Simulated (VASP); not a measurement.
# Ga2SbP3 (R-3m) in VASP: single point with PBE

Aim: the single point of Ga2SbP3 with PBE.

Everything below comes from runs of VASP 6.6.1. Logs are shortened: lines on timing, memory, paths and dates and some standing lists are left out, and cuts for length are marked.

### Step 1. The cell of the first run

It takes space group R-3m (No. 166, trigonal). The conventional cell has a = 7.885 Å, b = 7.885 Å, c = 8.398 Å, α = 90.00°, β = 90.00°, γ = 120.00°. Within 3.0 Å of Ga (site symmetry 3m) lie 1 Sb at 2.27 Å and 3 P at 2.34 Å. Within 3.0 Å of Sb (site symmetry -3m) lie 2 Ga at 2.27 Å. Within 3.1 Å of P (site symmetry 2/m) lie 2 Ga at 2.34 Å.

### Step 2. Single point, PBE

Input file INCAR:

```
ALGO = Normal
EDIFF = 1E-6
ENCUT = 520
GGA = PE
ISIF = 2
ISMEAR = 0
LASPH = T
LCHARG = F
LREAL = F
LWAVE = F
NBANDS = 32
NELM = 100
PREC = Accurate
SIGMA = 0.1
```

Input file KPOINTS:

```
k-points
0
Gamma
  3 3 3
```

Input file POSCAR:

```
Ga2SbP3
1.0
    3.9424372900      2.2761672300      2.7992642800
   -3.9424372900      2.2761672300      2.7992642800
    0.0000000000     -4.5523344600      2.7992642800
Ga Sb P
2 1 3
Direct
    0.7708021400      0.7708021400      0.7708021400
    0.2291978600      0.2291978600      0.2291978600
    0.5000000000      0.5000000000      0.5000000000
    0.0000000000      0.5000000000      0.0000000000
    0.0000000000      0.0000000000      0.5000000000
    0.5000000000      0.0000000000      0.0000000000
```

Potentials or basis: VASP PAW PBE potentials, release 64 (Ga_d, Sb, P).

Started as:

```bash
cat potpaw_PBE.64/Ga_d/POTCAR potpaw_PBE.64/Sb/POTCAR potpaw_PBE.64/P/POTCAR > POTCAR
mpirun -np 1 vasp_std > vasp.out
```

OUTCAR:

```text
EDIFF = 1E-6
   ENCUT = 520
   GGA = PE
   ISIF = 2
   ISMEAR = 0
   LASPH = T
   LREAL = F
   NELM = 100
   PREC = Accurate

 ion  position               nearest neighbor table
   1  0.771  0.771  0.771-   3 2.27   5 2.34   4 2.34   6 2.34
   2  0.229  0.229  0.229-   3 2.27   5 2.34   4 2.34   6 2.34
   3  0.500  0.500  0.500-   1 2.27   2 2.27
   4  0.000  0.500  0.000-   1 2.34   2 2.34
   5  0.000  0.000  0.500-   1 2.34   2 2.34
   6  0.500  0.000  0.000-   1 2.34   2 2.34

  LATTYP: Found a trigonal (rhomboedric) cell.
 ALAT       =     5.3441210272
 COS(alpha) =    -0.0884463159

  Lattice vectors:

 A1 = (   3.9424372900,   2.2761672300,   2.7992642800)
 A2 = (  -3.9424372900,   2.2761672300,   2.7992642800)
 A3 = (   0.0000000000,  -4.5523344600,   2.7992642800)

Analysis of symmetry for initial positions (statically):
=====================================================================
 Subroutine PRICEL returns:
 Original cell was already a primitive cell.

 Routine SETGRP: Setting up the symmetry group for a
 trigonal (rhombohedral) supercell.

 Subroutine GETGRP returns: Found 12 space group operations
 (whereof 12 operations were pure point group operations)
 out of a pool of 12 trial point group operations.

The static configuration has the point symmetry D_3d.

Analysis of symmetry for dynamics (positions and initial velocities):
=====================================================================
 Subroutine PRICEL returns:
 Original cell was already a primitive cell.

 Routine SETGRP: Setting up the symmetry group for a
 trigonal (rhombohedral) supercell.

 Subroutine GETGRP returns: Found 12 space group operations
 (whereof 12 operations were pure point group operations)
 out of a pool of 12 trial point group operations.

The dynamic configuration has the point symmetry D_3d.

 Subroutine INISYM returns: Found 12 space group operations
 (whereof 12 operations are pure point group operations),
 and found     1 'primitive' translations

----------------------------------------------------------------------------------------

                                     Primitive cell

  volume of cell :     150.7176

  direct lattice vectors                    reciprocal lattice vectors
     3.942437290  2.276167230  2.799264280     0.126825099  0.073222505  0.119078908
    -3.942437290  2.276167230  2.799264280    -0.126825099  0.073222505  0.119078908
     0.000000000 -4.552334460  2.799264280     0.000000000 -0.146445010  0.119078908

  length of vectors
     5.344121027  5.344121027  5.344121026     0.188748317  0.188748317  0.188748317

  position of ions in fractional coordinates (direct lattice)
     0.770802140  0.770802140  0.770802140
     0.229197860  0.229197860  0.229197860
     0.500000000  0.500000000  0.500000000
     0.000000000  0.500000000  1.000000000
     1.000000000  1.000000000  0.500000000
     0.500000000  0.000000000  1.000000000

  ion indices of the primitive-cell ions
   primitive index   ion index
                 1           1
                 2           2
                 3           3
                 4           4
                 5           5
                 6           6

----------------------------------------------------------------------------------------

 KPOINTS: k-points

Automatic generation of k-mesh.
 Grid dimensions read from file:
 generate k-points for:    3    3    3

 Generating k-lattice:

  Cartesian coordinates                     Fractional coordinates (reciprocal lattice)
     0.042275033  0.024407502  0.039692969     0.333333333 -0.000000000 -0.000000000
    -0.042275033  0.024407502  0.039692969    -0.000000000  0.333333333 -0.000000000
     0.000000000 -0.048815003  0.039692969    -0.000000000 -0.000000000  0.333333333

  Length of vectors
     0.062916106  0.062916106  0.062916106

  Shift w.r.t. Gamma in fractional coordinates (k-lattice)
     0.000000000  0.000000000  0.000000000

 Subroutine IBZKPT returns following result:
 ===========================================

 Found      6 irreducible k-points:

 Following reciprocal coordinates:
            Coordinates               Weight
  0.000000  0.000000  0.000000      1.000000
  0.333333 -0.000000  0.000000      6.000000
  0.333333  0.333333 -0.000000      6.000000
 -0.333333  0.333333  0.000000      6.000000
  0.333333  0.333333  0.333333      2.000000
 -0.333333  0.333333  0.333333      6.000000
   k-points           NKPTS =      6   k-points in BZ     NKDIM =      6   number of bands    NBANDS=     32
   number of dos      NEDOS =    301   number of ions     NIONS =      6
   total plane-waves  NPLWV =  64000
   dimension x,y,z NGX =    40 NGY =   40 NGZ =   40
   dimension x,y,z NGXF=    80 NGYF=   80 NGZF=   80
   ions per type =               2   1   3
   NGX,Y,Z   is equivalent  to a cutoff of  12.44, 12.44, 12.44 a.u.
   NGXF,Y,Z  is equivalent  to a cutoff of  24.89, 24.89, 24.89 a.u.
 SYSTEM =  unknown system
   PREC   = accura    normal or accurate (medium, high low for compatibility)
   ISTART =      0    job   : 0-new  1-cont  2-samecut
   ICHARG =      2    charge: 1-file 2-atom 10-const
   ISPIN  =      1    spin polarized calculation?
   LNONCOLLINEAR =      F non collinear calculations
   LSORBIT =      F    spin-orbit coupling
   LASPH  =      T    aspherical Exc in radial PAW
   ENCUT  =  520.0 eV  38.22 Ry    6.18 a.u.   9.94  9.94  9.94*2*pi/ulx,y,z
   NELM   =    100;   NELMIN=  2; NELMDL= -5     # of ELM steps
   EDIFF  = 0.1E-05   stopping-criterion for ELM
   LREAL  =      F    real-space projection
   EDIFFG = 0.1E-04   stopping-criterion for IOM
   NSW    =      0    number of steps for IOM
   IBRION =     -1    ionic relax: 0-MD 1-quasi-New 2-CG
   NFREE  =      0    steps in history (QN), initial steepest desc. (CG)
   ISIF   =      2    stress and relaxation
   ISYM   =      2    0-nonsym 1-usesym 2-fastsym
   POTIM  = 0.5000    time-step for ionic-motion
   TEBEG  =    0.0;   TEEND  =   0.0 temperature during run
   PSTRESS=    0.0 pullay stress
   NELECT =      46.0000    total number of electrons
   NUPDOWN=      -1.0000    fix difference up-down
   EMIN   =  10.00;   EMAX   =-10.00  energy-range for DOS
   EFERMI =   0.00;   METHOD = LEGACY
   ISMEAR =     0;   SIGMA  =   0.10  broadening in eV -4-tet -1-fermi 0-gaus
   EFERMI_NEDOS =   21; number of points for ismear=-14 and -15
   IALGO  =     38    algorithm
   IMIX   =      4    mixing-type and parameters
     AMIX     =   0.40;   BMIX     =  1.00
     AMIX_MAG =   1.60;   BMIX_MAG =  1.00
  volume/ion in A,a.u.               =      25.12       169.52
  Fermi-wavevector in a.u.,A,eV,Ry     =   1.102231  2.082915 16.529906  1.214914
  Thomas-Fermi vector in A             =   2.238671
   LORBIT       =      0    0 simple, 1 ext, 2 COOP (PROOUT), +10 PAW based schemes
   GGA     = PE    functional components
   LHFCALC =     F    Hartree Fock is set to
   AEXX    =    0.0000 exact exchange contribution
   IVDW    =     0    specifies the selected vdW correction
   LEPSILON=     F    determine dielectric tensor
   LRPA    =     F    only Hartree local field effects (RPA)
 non-spin polarized calculation
 Gauss-broadening in eV      SIGMA  =   0.10
  energy-cutoff  :      520.00
  volume of cell :      150.72
 maximum number of plane-waves:      4068
   NGX = 19   NGY = 19   NGZ = 19

 number of electron      46.0000005 magnetization

 Free energy of the ion-electron system (eV)
  ---------------------------------------------------
  ext. energy  EPLUGINS =         0.00000000
  ---------------------------------------------------
  free energy    TOTEN  =       -19.64944691 eV

  energy without entropy =      -19.61318275  energy(sigma->0) =      -19.63131483

 E-fermi :   4.0465     XC(G=0):  -9.2215

 val. band max:        4.0307049915   @ k =   0.3333  -0.0000   0.0000
 cond. band min:       4.0601871716   @ k =   0.3333   0.3333  -0.0000
 fundamental gap:      0.0294821802
 Fermi energy:         4.0465083273

 k-point     1 :       0.0000    0.0000    0.0000
  band No.  band energies     occupation
      1     -11.5495      2.00000
      2     -11.5059      2.00000
      3     -11.3864      2.00000
      4     -11.3864      2.00000
      5     -11.3717      2.00000
      6     -11.3717      2.00000
[... 24 lines left out ...]
     31       9.2672      0.00000
     32       9.2672      0.00000

 k-point     2 :       0.3333   -0.0000    0.0000
  band No.  band energies     occupation
      1     -11.5413      2.00000
      2     -11.5183      2.00000
      3     -11.3919      2.00000
      4     -11.3824      2.00000
      5     -11.3731      2.00000
      6     -11.3645      2.00000
[... 24 lines left out ...]
     31       9.3762      0.00000
     32      10.3482      0.00000

 k-point     3 :       0.3333    0.3333   -0.0000
  band No.  band energies     occupation
      1     -11.5382      2.00000
      2     -11.5242      2.00000
      3     -11.3968      2.00000
      4     -11.3877      2.00000
      5     -11.3679      2.00000
      6     -11.3600      2.00000
[... 24 lines left out ...]
     31       9.7721      0.00000
     32      10.5344      0.00000

 k-point     4 :      -0.3333    0.3333    0.0000
  band No.  band energies     occupation
      1     -11.5476      2.00000
      2     -11.5146      2.00000
      3     -11.3961      2.00000
      4     -11.3805      2.00000
      5     -11.3766      2.00000
      6     -11.3610      2.00000
[... 24 lines left out ...]
     31       9.1667      0.00000
     32      10.2561      0.00000

 k-point     5 :       0.3333    0.3333    0.3333
  band No.  band energies     occupation
      1     -11.5478      2.00000
      2     -11.5159      2.00000
      3     -11.3981      2.00000
      4     -11.3981      2.00000
      5     -11.3605      2.00000
      6     -11.3605      2.00000
[... 24 lines left out ...]
     31      10.5961      0.00000
     32      10.5961      0.00000

 k-point     6 :      -0.3333    0.3333    0.3333
  band No.  band energies     occupation
      1     -11.5453      2.00000
      2     -11.5177      2.00000
      3     -11.3926      2.00000
      4     -11.3900      2.00000
      5     -11.3689      2.00000
      6     -11.3673      2.00000
[... 24 lines left out ...]
     31      10.1504      0.00000
     32      10.4729      0.00000

------------------------ aborting loop because EDIFF is reached ----------------------------------------

  FORCE on cell =-STRESS in cart. coord.  units (eV):
  Direction    XX          YY          ZZ          XY          YZ          ZX
  --------------------------------------------------------------------------------------
  -------------------------------------------------------------------------------------
  Total       -1.6039303     -1.6039303     15.1107838      0.0000000      0.0000000      0.0000000
  in kB      -17.0502977    -17.0502977    160.6325155      0.0000000      0.0000000      0.0000000
  external PRESSURE =      42.1773067 kB  Pullay stress =       0.0000000 kB

 VOLUME and BASIS-vectors are now :
 -----------------------------------------------------------------------------
  energy-cutoff  :      520.00
  volume of cell :      150.72
      direct lattice vectors                 reciprocal lattice vectors
     3.942437290  2.276167230  2.799264280     0.126825099  0.073222505  0.119078908
    -3.942437290  2.276167230  2.799264280    -0.126825099  0.073222505  0.119078908
     0.000000000 -4.552334460  2.799264280     0.000000000 -0.146445010  0.119078908

 POSITION                                       TOTAL-FORCE (eV/Angst)
 -----------------------------------------------------------------------------------
      0.00000      0.00000      6.47304        -0.000000      0.000000      3.898204
      0.00000      0.00000      1.92476        -0.000000     -0.000000     -3.898204
      0.00000      0.00000      4.19890        -0.000000     -0.000000     -0.000000
     -1.97122      1.13808      1.39963         0.000000     -0.000000      0.000000
      0.00000     -2.27617      1.39963        -0.000000      0.000000      0.000000
      1.97122      1.13808      1.39963         0.000000      0.000000     -0.000000
 -----------------------------------------------------------------------------------
    total drift:                                0.000000      0.000000     -0.000000

  FREE ENERGIE OF THE ION-ELECTRON SYSTEM (eV)
  ---------------------------------------------------
  free  energy   TOTEN  =       -19.6494469054 eV

  energy  without entropy=      -19.6131827531  energy(sigma->0) =      -19.63131483
```

Wall time 34 s (1 thread of Intel Xeon Platinum 8259CL at 2.50GHz (Skylake/Cascade Lake), shared host); peak memory 0.25 GiB.

Results:

```
Free energy            : -19.6494 eV
Pressure               : 4.2 GPa
Largest force          : 3.898 eV/Å
Band gap on the k mesh : zero (band 23 reaches 4.36 eV, above the bottom of band 24 at 4.03 eV)
```

Forces in eV/Å, atoms in the order of the input:
```
Ga   0.000  0.000  3.898
Ga   0.000  0.000 -3.898
Sb   0.000  0.000  0.000
P    0.000  0.000  0.000
P    0.000  0.000  0.000
P    0.000  0.000  0.000
```

Levels at points of the mesh, in eV from the Fermi level:
| k point | band 20 | band 21 | band 22 | band 23 | band 24 | band 25 | band 26 | band 27 |
| --- | --- | --- | --- | --- | --- | --- | --- | --- |
| (0.00, 0.00, 0.00) | -2.36 | -1.31 | -0.76 | 0.31 | 0.31 | 1.02 | 1.02 | 1.59 |

Caveat: the k points lie up to 0.40 Å⁻¹ apart; spin-orbit coupling is left out, which moves the levels of the heavy elements; forces of over 1 eV/Å act on the atoms, so gaps and moduli don't describe the material at rest.
